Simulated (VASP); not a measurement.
# Mg in VASP: settings compared, part 2 of 2

VASP 6.6.1. The steps go on from the part before.

### Step 4. Single point, LDA

This run uses another cell than the first one, of 25.74 Å³/atom, 1.049 times its volume.

Input file INCAR:

```
PREC     = Accurate       # precision mode
ENCUT    = 520            # plane-wave cutoff, eV
EDIFF    = 1E-6           # SCF threshold, eV
ISMEAR   = 1              # smearing method
SIGMA    = 0.1            # smearing width, eV
LREAL    = False          # projectors in reciprocal space
LASPH    = True           # aspherical terms in the spheres
NELM     = 60             # most SCF steps
ALGO     = Normal         # electronic algorithm
ISIF     = 2              # what is computed and relaxed
LWAVE    = False          # write WAVECAR
LCHARG   = False          # write CHGCAR
NBANDS   = 7              # bands
```

Input file KPOINTS:

```
Automatic mesh
0
Gamma
  3 3 2
  0.25 0.25 0.25
```

Input file POSCAR:

```
Mg
1.0
    3.1604059131     -0.0283993129      0.0086710885
   -1.6047974830      2.6150884164     -0.0517949144
    0.0086555610     -0.0547032264      3.1328300102
Mg
1
Direct
    0.0000000000      0.0000000000      0.0000000000
```

Potentials or basis: VASP PAW LDA potentials, release 64 (Mg).

The run is started by

```
> cat potpaw_LDA.64/Mg/POTCAR > POTCAR
> mpirun -np 1 vasp_std > vasp.out
```

OUTCAR:

```text
PREC = Accurate
   ENCUT = 520
   EDIFF = 1E-6
   ISMEAR = 1
   LREAL = False
   LASPH = True
   NELM = 60
   ISIF = 2

 ion  position               nearest neighbor table
   1  0.000  0.000  0.000-

  LATTYP: Found a triclinic cell.
 ALAT       =     3.0686715530
 B/A-ratio  =     1.0299392908
 C/A-ratio  =     1.0210670869
 COS(alpha) =     0.0056622917
 COS(beta)  =     0.0331986056
 COS(gamma) =     0.5306422659

  Lattice vectors:

 A1 = (   1.6047974830,  -2.6150884164,   0.0517949144)
 A2 = (   3.1604059131,  -0.0283993129,   0.0086710885)
 A3 = (   0.0086555610,  -0.0547032264,   3.1328300102)

Analysis of symmetry for initial positions (statically):
=====================================================================
 Subroutine PRICEL returns:
 Original cell was already a primitive cell.

 Routine SETGRP: Setting up the symmetry group for a
 triclinic supercell.

 Subroutine GETGRP returns: Found  2 space group operations
 (whereof  2 operations were pure point group operations)
 out of a pool of  2 trial point group operations.

The static configuration has the point symmetry S_2 .

Analysis of symmetry for dynamics (positions and initial velocities):
=====================================================================
 Subroutine PRICEL returns:
 Original cell was already a primitive cell.

 Routine SETGRP: Setting up the symmetry group for a
 triclinic supercell.

 Subroutine GETGRP returns: Found  2 space group operations
 (whereof  2 operations were pure point group operations)
 out of a pool of  2 trial point group operations.

The dynamic configuration has the point symmetry S_2 .

 Subroutine INISYM returns: Found  2 space group operations
 (whereof  2 operations are pure point group operations),
 and found     1 'primitive' translations

----------------------------------------------------------------------------------------

                                     Primitive cell

  volume of cell :      25.7409

  direct lattice vectors                    reciprocal lattice vectors
     3.160405913 -0.028399313  0.008671089     0.318163038  0.195296777  0.002531093
    -1.604797483  2.615088416 -0.051794914     0.003437952  0.384638847  0.006706789
     0.008655561 -0.054703226  3.132830010    -0.000823776  0.005818669  0.319304088

  length of vectors
     3.160545403  3.068671553  3.133319523     0.373329555  0.384712676  0.319358163

  position of ions in fractional coordinates (direct lattice)
     0.000000000  0.000000000  0.000000000

  ion indices of the primitive-cell ions
   primitive index   ion index
                 1           1

----------------------------------------------------------------------------------------

 KPOINTS: Automatic mesh

Automatic generation of k-mesh.
 Grid dimensions read from file:
 generate k-points for:    3    3    2

 Generating k-lattice:

  Cartesian coordinates                     Fractional coordinates (reciprocal lattice)
     0.106054346  0.065098926  0.000843698     0.333333333 -0.000000000  0.000000000
     0.001145984  0.128212949  0.002235596     0.000000000  0.333333333  0.000000000
    -0.000411888  0.002909334  0.159652044     0.000000000  0.000000000  0.500000000

  Length of vectors
     0.124443185  0.128237559  0.159679082

  Shift w.r.t. Gamma in fractional coordinates (k-lattice)
     0.250000000  0.250000000  0.250000000

 Subroutine IBZKPT returns following result:
 ===========================================

 Found     18 irreducible k-points:

 Following reciprocal coordinates:
            Coordinates               Weight
  0.083333  0.083333  0.125000      2.000000
  0.416667  0.083333  0.125000      2.000000
 -0.250000  0.083333  0.125000      2.000000
  0.083333  0.416667  0.125000      2.000000
  0.416667  0.416667  0.125000      2.000000
 -0.250000  0.416667  0.125000      2.000000
[... 10 lines left out ...]
  0.416667 -0.250000 -0.375000      2.000000
 -0.250000 -0.250000 -0.375000      2.000000
   k-points           NKPTS =     18   k-points in BZ     NKDIM =     18   number of bands    NBANDS=      7
   number of dos      NEDOS =    301   number of ions     NIONS =      1
   total plane-waves  NPLWV =  13824
   dimension x,y,z NGX =    24 NGY =   24 NGZ =   24
   dimension x,y,z NGXF=    48 NGYF=   48 NGZF=   48
   ions per type =               1
   NGX,Y,Z   is equivalent  to a cutoff of  12.62, 13.00, 12.73 a.u.
   NGXF,Y,Z  is equivalent  to a cutoff of  25.25, 26.00, 25.47 a.u.
 SYSTEM =  unknown system
   PREC   = accura    normal or accurate (medium, high low for compatibility)
   ISTART =      0    job   : 0-new  1-cont  2-samecut
   ICHARG =      2    charge: 1-file 2-atom 10-const
   ISPIN  =      1    spin polarized calculation?
   LNONCOLLINEAR =      F non collinear calculations
   LSORBIT =      F    spin-orbit coupling
   LASPH  =      T    aspherical Exc in radial PAW
   ENCUT  =  520.0 eV  38.22 Ry    6.18 a.u.   5.88  5.71  5.83*2*pi/ulx,y,z
   NELM   =     60;   NELMIN=  2; NELMDL= -5     # of ELM steps
   EDIFF  = 0.1E-05   stopping-criterion for ELM
   LREAL  =      F    real-space projection
   EDIFFG = 0.1E-04   stopping-criterion for IOM
   NSW    =      0    number of steps for IOM
   IBRION =     -1    ionic relax: 0-MD 1-quasi-New 2-CG
   NFREE  =      0    steps in history (QN), initial steepest desc. (CG)
   ISIF   =      2    stress and relaxation
   ISYM   =      2    0-nonsym 1-usesym 2-fastsym
   POTIM  = 0.5000    time-step for ionic-motion
   TEBEG  =    0.0;   TEEND  =   0.0 temperature during run
   PSTRESS=    0.0 pullay stress
   NELECT =       2.0000    total number of electrons
   NUPDOWN=      -1.0000    fix difference up-down
   EMIN   =  10.00;   EMAX   =-10.00  energy-range for DOS
   EFERMI =   0.00;   METHOD = LEGACY
   ISMEAR =     1;   SIGMA  =   0.10  broadening in eV -4-tet -1-fermi 0-gaus
   EFERMI_NEDOS =   21; number of points for ismear=-14 and -15
   IALGO  =     38    algorithm
   IMIX   =      4    mixing-type and parameters
     AMIX     =   0.40;   BMIX     =  1.00
     AMIX_MAG =   1.60;   BMIX_MAG =  1.00
  volume/ion in A,a.u.               =      25.74       173.71
  Fermi-wavevector in a.u.,A,eV,Ry     =   0.698571  1.320107  6.639658  0.488001
  Thomas-Fermi vector in A             =   1.782211
   LORBIT       =      0    0 simple, 1 ext, 2 COOP (PROOUT), +10 PAW based schemes
   GGA     = CA    functional components
   LHFCALC =     F    Hartree Fock is set to
   AEXX    =    0.0000 exact exchange contribution
   IVDW    =     0    specifies the selected vdW correction
   LEPSILON=     F    determine dielectric tensor
   LRPA    =     F    only Hartree local field effects (RPA)
 non-spin polarized calculation
 Methfessel and Paxton  Order N= 1 SIGMA  =   0.10
  energy-cutoff  :      520.00
  volume of cell :       25.74
 maximum number of plane-waves:       702
   NGX = 11   NGY = 11   NGZ = 11

 number of electron       2.0000000 magnetization

 Free energy of the ion-electron system (eV)
  ---------------------------------------------------
  ext. energy  EPLUGINS =         0.00000000
  ---------------------------------------------------
  free energy    TOTEN  =        -1.41486378 eV

  energy without entropy =       -1.41354672  energy(sigma->0) =       -1.41442476

 E-fermi :   1.8095     XC(G=0):  -8.2821

 val. band max:        1.7928604460   @ k =   0.4167   0.0833  -0.3750
 cond. band min:       1.8327929418   @ k =   0.0833   0.0833  -0.3750
 fundamental gap:      0.0399324959
 Fermi energy:         1.8094654665

 k-point     1 :       0.0833    0.0833    0.1250
  band No.  band energies     occupation
      1      -3.8520      2.00000
      2       6.7903      0.00000
      3      10.7385      0.00000
      4      11.6163      0.00000
      5      13.6642      0.00000
      6      15.2704      0.00000
      7      16.5036      0.00000
[... 161 lines left out ...]
 k-point    18 :      -0.2500   -0.2500   -0.3750
  band No.  band energies     occupation
      1       1.6492      2.04588
      2       4.6201      0.00000
      3       5.7960      0.00000
      4       6.9242      0.00000
      5      10.0162      0.00000
      6      11.0369      0.00000
      7      19.4932      0.00000

------------------------ aborting loop because EDIFF is reached ----------------------------------------

  FORCE on cell =-STRESS in cart. coord.  units (eV):
  Direction    XX          YY          ZZ          XY          YZ          ZX
  --------------------------------------------------------------------------------------
  -------------------------------------------------------------------------------------
  Total        0.6577184      0.1444187     -1.2791719      0.7058065      0.2953009     -0.2312411
  in kB       40.9380637      8.9889879    -79.6189099     43.9311929     18.3802779    -14.3930337
  external PRESSURE =      -9.8972861 kB  Pullay stress =       0.0000000 kB

 VOLUME and BASIS-vectors are now :
 -----------------------------------------------------------------------------
  energy-cutoff  :      520.00
  volume of cell :       25.74
      direct lattice vectors                 reciprocal lattice vectors
     3.160405913 -0.028399313  0.008671089     0.318163038  0.195296777  0.002531093
    -1.604797483  2.615088416 -0.051794914     0.003437952  0.384638847  0.006706789
     0.008655561 -0.054703226  3.132830010    -0.000823776  0.005818669  0.319304088

 POSITION                                       TOTAL-FORCE (eV/Angst)
 -----------------------------------------------------------------------------------
      0.00000      0.00000      0.00000         0.000000     -0.000000      0.000000
 -----------------------------------------------------------------------------------
    total drift:                               -0.000000      0.000000      0.000000

  FREE ENERGIE OF THE ION-ELECTRON SYSTEM (eV)
  ---------------------------------------------------
  free  energy   TOTEN  =        -1.4148637765 eV

  energy  without entropy=       -1.4135467194  energy(sigma->0) =       -1.41442476
```

Run time: 5.4 s. Hardware: 1 thread of AMD EPYC 7R13, shared host; peak memory 0.09 GiB.

Results:

| Property | Result |
| --- | --- |
| Free energy | -1.4149 eV |
| Pressure | -1.0 GPa |
| Band gap on the k mesh | zero (band 1 reaches 2.54 eV, above the bottom of band 2 at 1.16 eV) |

Caveat: the k points lie up to 1.00 Å⁻¹ apart.

### Step 5. Single point, PBE, collinear spin, zero start

This run uses another cell than the first one, of 21.22 Å³/atom, 0.865 times its volume.

Input file INCAR:

```
PREC = Accurate
ENCUT = 520
EDIFF = 1E-7
ISMEAR = 0
SIGMA = 0.1
LREAL = F
LASPH = T
NELM = 150
ALGO = Normal
ISIF = 2
LWAVE = F
LCHARG = F
ISPIN = 2
MAGMOM = 0
LORBIT = 11
NUPDOWN = 0.0
GGA = PE
NBANDS = 11
```

Input file KPOINTS:

```
Automatic mesh
0
Gamma
  3 3 2
```

Input file POSCAR:

```
Mg
1.0
    2.9063498798      0.0000000000      0.0000000000
   -1.4531749399      2.5169728282      0.0000000000
    0.0000000000      0.0000000000      2.9011454232
Mg
1
Direct
    0.0000000000      0.0000000000      0.0000000000
```

Potentials or basis: VASP PAW PBE potentials, release 64 (Mg).

The run is started by

```
> cat potpaw_PBE.64/Mg/POTCAR > POTCAR
> mpirun -np 1 vasp_std > vasp.out
```

OUTCAR:

```text
PREC = Accurate
   ENCUT = 520
   EDIFF = 1E-7
   ISMEAR = 0
   LREAL = F
   LASPH = T
   NELM = 150
   ISIF = 2
   ISPIN = 2
   LORBIT = 11
   NUPDOWN = 0.0
   GGA = PE

 ion  position               nearest neighbor table
   1  0.000  0.000  0.000-

  LATTYP: Found a hexagonal cell.
 ALAT       =     2.9063498798
 C/A-ratio  =     0.9982092808

  Lattice vectors:

 A1 = (   2.9063498798,   0.0000000000,   0.0000000000)
 A2 = (  -1.4531749399,   2.5169728282,   0.0000000000)
 A3 = (   0.0000000000,   0.0000000000,   2.9011454232)

Analysis of symmetry for initial positions (statically):
=====================================================================
 Subroutine PRICEL returns:
 Original cell was already a primitive cell.

 Routine SETGRP: Setting up the symmetry group for a
 hexagonal supercell.

 Subroutine GETGRP returns: Found 24 space group operations
 (whereof 24 operations were pure point group operations)
 out of a pool of 24 trial point group operations.

The static configuration has the point symmetry D_6h.
[... 261 lines left out ...]
      7      18.4328      0.00000
      8      19.1237      0.00000
      9      22.9690      0.00000
     10      29.1681      0.00000
     11      29.1681      0.00000
[... 57 lines left out ...]
 k-point     6 :       0.3333    0.3333    0.5000
  band No.  band energies     occupation
      1       6.5048      0.00000
      2       6.5048      0.00000
      3       7.1659      0.00000
      4       7.9089      0.00000
      5       7.9089      0.00000
      6      11.1098      0.00000
      7      27.6738      0.00000
      8      27.6738      0.00000
      9      29.7791      0.00000
     10      29.7791      0.00000
     11      29.9654      0.00000

------------------------ aborting loop because EDIFF is reached ----------------------------------------

  FORCE on cell =-STRESS in cart. coord.  units (eV):
  Direction    XX          YY          ZZ          XY          YZ          ZX
  --------------------------------------------------------------------------------------
  -------------------------------------------------------------------------------------
  Total       -0.3507257     -0.3507257      6.1624279      0.0000000     -0.0000000      0.0000000
  in kB      -26.4778224    -26.4778224    465.2287180      0.0000000     -0.0000000      0.0000000
  external PRESSURE =     137.4243577 kB  Pullay stress =       0.0000000 kB

 VOLUME and BASIS-vectors are now :
 -----------------------------------------------------------------------------
  energy-cutoff  :      520.00
  volume of cell :       21.22
      direct lattice vectors                 reciprocal lattice vectors
     2.906349880  0.000000000  0.000000000     0.344074197  0.198651330  0.000000000
    -1.453174940  2.516972828  0.000000000     0.000000000  0.397302660  0.000000000
     0.000000000  0.000000000  2.901145423     0.000000000  0.000000000  0.344691442

 POSITION                                       TOTAL-FORCE (eV/Angst)
 -----------------------------------------------------------------------------------
      0.00000      0.00000      0.00000         0.000000      0.000000      0.000000
 -----------------------------------------------------------------------------------
    total drift:                                0.000000      0.000000      0.000000

  FREE ENERGIE OF THE ION-ELECTRON SYSTEM (eV)
  ---------------------------------------------------
  free  energy   TOTEN  =        -0.4841204083 eV

  energy  without entropy=       -0.4624246226  energy(sigma->0) =       -0.47327252

 total charge

# of ion       s       p       d       tot
------------------------------------------
    1        0.259   0.139   0.015   0.413

 magnetization (x)

# of ion       s       p       d       tot
------------------------------------------
    1       -0.000   0.000   0.000  -0.000
```

OSZICAR:

```text
N       E                     dE             d eps       ncg     rms          rms(c)
DAV:   1     0.914149988801E+00    0.91415E+00   -0.70820E+02   264   0.122E+02
DAV:   2    -0.470918824998E+00   -0.13851E+01   -0.12891E+01   317   0.158E+01
DAV:   3    -0.500322908015E+00   -0.29404E-01   -0.29360E-01   368   0.161E+00
DAV:   4    -0.500365283832E+00   -0.42376E-04   -0.42376E-04   300   0.618E-02
DAV:   5    -0.500365415798E+00   -0.13197E-06   -0.13160E-06   305   0.362E-03    0.704E-01
DAV:   6    -0.490737151348E+00    0.96283E-02   -0.11611E-03   284   0.803E-02    0.444E-01
DAV:   7    -0.484400398700E+00    0.63368E-02   -0.36857E-03   282   0.137E-01    0.877E-02
DAV:   8    -0.484515339886E+00   -0.11494E-03   -0.50794E-05   321   0.278E-02    0.106E-01
DAV:   9    -0.484136348664E+00    0.37899E-03   -0.11577E-04   273   0.230E-02    0.202E-02
DAV:  10    -0.484120166165E+00    0.16182E-04   -0.10812E-05   282   0.824E-03    0.631E-03
DAV:  11    -0.484120620492E+00   -0.45433E-06   -0.15274E-07   301   0.147E-03    0.399E-03
DAV:  12    -0.484120392426E+00    0.22807E-06   -0.16502E-07   282   0.896E-04    0.845E-04
DAV:  13    -0.484120408337E+00   -0.15911E-07   -0.14994E-08   150   0.298E-04
   1 F= -.48412041E+00 E0= -.47327252E+00  d E =-.216958E-01  mag=    -0.0000
```

Wall time 11 s (1 thread of AMD EPYC 7R13, shared host); peak memory 0.11 GiB.

What came out:

* Free energy: -0.4841 eV
* Pressure: 13.7 GPa
* Net moment: 0.00 μB per cell
* Valence electrons inside the program's atomic spheres: Mg 0.41

Stress tensor (GPa, compression positive):
```
-2.65  0.00  0.00
 0.00 -2.65  0.00
 0.00  0.00 46.52
```

Caveat: the k points lie up to 1.08 Å⁻¹ apart; the total moment is fixed, so each spin has its own Fermi level.

### Step 6. Single point, PBE+D3(BJ)

Input file INCAR:

```
SYSTEM = Mg
PREC     = Accurate       ! precision mode
ENCUT    = 520            ! plane-wave cutoff, eV
EDIFF    = 1E-7           ! SCF threshold, eV
ISMEAR   = 0              ! smearing method
SIGMA    = 0.1            ! smearing width, eV
LREAL    = .False.        ! projectors in reciprocal space
LASPH    = .True.         ! aspherical terms in the spheres
NELM     = 60             ! most SCF steps
ALGO     = Normal         ! electronic algorithm
ISIF     = 2              ! what is computed and relaxed
LWAVE    = .False.        ! write WAVECAR
LCHARG   = .False.        ! write CHGCAR
GGA      = PE             ! functional
IVDW     = 12             ! dispersion correction
NBANDS   = 7              ! bands
```

Input file KPOINTS:

```
regular mesh
0
Gamma
  5 5 5
  0 0 0
```

Input file POSCAR:

```
Mg
1.0
    3.0502998005      0.0000000000      0.0000000000
   -1.5251499003      2.6416371164      0.0000000000
    0.0000000000      0.0000000000      3.0448375700
Mg
1
Direct
    0.0000000000      0.0000000000      0.0000000000
```

Potentials or basis: VASP PAW PBE potentials, release 64 (Mg).

The run is started by

```
> cat potpaw_PBE.64/Mg/POTCAR > POTCAR
> mpirun -np 1 vasp_std > vasp.out
```

It took 6.2 s on 1 thread of AMD EPYC 7R13, shared host; peak memory 0.11 GiB.

It converged, with:

```yaml
Free_energy: -1.4772 eV
Pressure: -0.9 GPa
Band_gap_on_the_k_mesh: zero (band 1 reaches 3.56 eV, above the bottom of band 2 at 1.34 eV)
Dispersion_energy_per_atom: -0.267 eV
```

Stress tensor (GPa, compression positive):
```
-0.59  0.00  0.00
 0.00 -0.59  0.00
 0.00  0.00 -1.47
```

Levels at points of the mesh, in eV from the Fermi level:
```csv
k point,band 1,band 2,band 3,band 4,band 5,band 6
"(0.00, 0.00, 0.00)",-6.50,8.15,8.88,12.72,12.72,13.80
```

Caveat: the k points lie up to 0.48 Å⁻¹ apart; pairwise dispersion overbinds metals, which lowers pressure and volume.

### Step 7. The runs side by side

| level | potentials or basis | spin | fixed moment (μB) | cell | k mesh | smearing | gap on the mesh (eV) | pressure (GPa) |
| --- | --- | --- | --- | --- | --- | --- | --- | --- |
| PBE | VASP PAW PBE potentials, release 64 (Mg) | off | - | a = 3.050, b = 3.050, c = 3.045 Å, angles 90.0, 90.0, 120.0°, 1 atom | 10 × 4 × 4 | fermi-dirac 0.272114 eV | none | 1.0 |
| PBE | VASP PAW PBE potentials, release 64 (Mg) | off | - | a = 3.050, b = 3.050, c = 3.045 Å, angles 90.0, 90.0, 120.0°, 1 atom | 3 × 3 × 3 | methfessel-paxton 0.0680285 eV | none | -0.3 |
| LDA | VASP PAW LDA potentials, release 64 (Mg) | off | - | a = 3.161, b = 3.069, c = 3.133 Å, angles 91.9, 89.7, 122.0°, 1 atom | 3 × 3 × 2, shifted | methfessel-paxton 0.1 eV | none | -1.0 |
| PBE | VASP PAW PBE potentials, release 64 (Mg) | collinear, zero start | 0.0 | a = 2.906, b = 2.906, c = 2.901 Å, angles 90.0, 90.0, 120.0°, 1 atom | 3 × 3 × 2 | gaussian 0.1 eV | - | 13.7 |
| PBE+D3(BJ) | VASP PAW PBE potentials, release 64 (Mg) | off | - | a = 3.050, b = 3.050, c = 3.045 Å, angles 90.0, 90.0, 120.0°, 1 atom | 5 × 5 × 5 | gaussian 0.1 eV | none | -0.9 |

Alike in all rows: task single point; cutoff (eV) 520.

Caveats: all runs use coarse meshes; the total moment is fixed, so each spin has its own Fermi level (some runs); pairwise dispersion overbinds metals, which lowers pressure and volume (some runs).

Total energies depend on the potentials used, so only differences within one code and one set of settings carry meaning.
